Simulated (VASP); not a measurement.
Input of a VASP 6.6.1 run:

INCAR

```
PREC = Accurate
ENCUT = 520
EDIFF = 1E-8
ISMEAR = -1
SIGMA = 0.05
LREAL = F
LASPH = T
NELM = 80
ALGO = Normal
ISIF = 2
LWAVE = F
LCHARG = F
GGA = PE
LEFG = T
NBANDS = 18
```

KPOINTS

```
regular mesh
0
Gamma
  14 14 14
```

The input POSCAR:

```
ZnCu
1.0
    2.8853925032      0.0000000000      0.0000000000
    0.0000000000      2.8853925032      0.0000000000
    0.0000000000      0.0000000000      2.8853925032
Zn Cu
1 1
Direct
    0.5000000000      0.5000000000      0.5000000000
    0.0000000000      0.0000000000      0.0000000000
```

Potentials or basis: VASP PAW PBE potentials, release 64 (Zn, Cu).

Launch:

```bash
$ cat potpaw_PBE.64/Zn/POTCAR potpaw_PBE.64/Cu/POTCAR > POTCAR
$ mpirun -np 1 vasp_std > vasp.out
```

(1) Predict the pressure.

## Answers

(1) 11.9 GPa.

Caveat: without QUAD_EFG the Cq values of the log hold for a quadrupole moment of 1 mb, not for the nuclei.
